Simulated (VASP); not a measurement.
Here is a VASP 6.6.1 calculation.

Contents of POSCAR:

```
GePt2
1.0
    6.6775988813      0.0000000000      0.0000000000
   -3.3387994406      5.7829702675      0.0000000000
    0.0000000000      0.0000000000      3.4983005598
Ge Pt
3 6
Direct
    0.6666666667      0.3333333333      0.0000000000
    0.3333333333      0.6666666667      0.0000000000
    0.0000000000      0.0000000000      0.5000000000
    0.6188920521      0.0000000000      0.5000000000
    0.3811079479      0.3811079479      0.5000000000
    0.0000000000      0.6188920521      0.5000000000
    0.0000000000      0.2805562356      0.0000000000
    0.7194437644      0.7194437644      0.0000000000
    0.2805562356      0.0000000000      0.0000000000
```

File INCAR.step1:

```
SYSTEM = GePt2
PREC = Accurate
ENCUT = 520
ISMEAR = 0
SIGMA = 0.1
LREAL = .FALSE.
LASPH = .TRUE.
NELM = 60
NBANDS = 61
GGA = PE
ALGO = Normal
EDIFF = 1E-4
LWAVE = .TRUE.
LCHARG = .FALSE.
```

File INCAR.step2:

```
SYSTEM = GePt2
PREC = Accurate
ENCUT = 520
EDIFF = 1E-6
ISMEAR = 0
SIGMA = 0.1
LREAL = .FALSE.
LASPH = .TRUE.
NELM = 60
ALGO = Normal
ISIF = 2
LWAVE = .FALSE.
LCHARG = .FALSE.
METAGGA = R2SCAN
LMIXTAU = .TRUE.
NBANDS = 61
ISTART = 1
```

The input KPOINTS:

```
regular mesh
0
G
  6 6 10
  0 0 0
```

Potentials or basis: VASP PAW PBE potentials, release 64 (Ge_d, Pt).

Run with:

```bash
$ cat potpaw_PBE.64/Ge_d/POTCAR potpaw_PBE.64/Pt/POTCAR > POTCAR
$ cp INCAR.step1 INCAR
$ mpirun -np 1 vasp_std > vasp.out
$ cp INCAR.step2 INCAR
$ mpirun -np 1 vasp_std > vasp.out
```

Q: Estimate the largest force.

A: 0.025 eV/Å.

Q: Estimate the pressure.

A: 6.9 GPa.

Q: Predict the band gap on the k mesh.

A: Zero (bands 51 and 52 overlap by 1.51 eV).

Forces on the atoms (eV/Å):
```
Ge   0.000  0.000  0.000
Ge   0.000  0.000  0.000
Ge   0.000  0.000  0.000
Pt  -0.010  0.000  0.000
Pt   0.005  0.009  0.000
Pt   0.005 -0.009  0.000
Pt   0.012 -0.022  0.000
Pt   0.012  0.022  0.000
Pt  -0.025  0.000  0.000
```

Caveat: the cell stands under pressure; the PAW data sets were made with another functional, which shifts forces and pressure a little; spin-orbit coupling is left out, which moves the levels of the heavy elements.
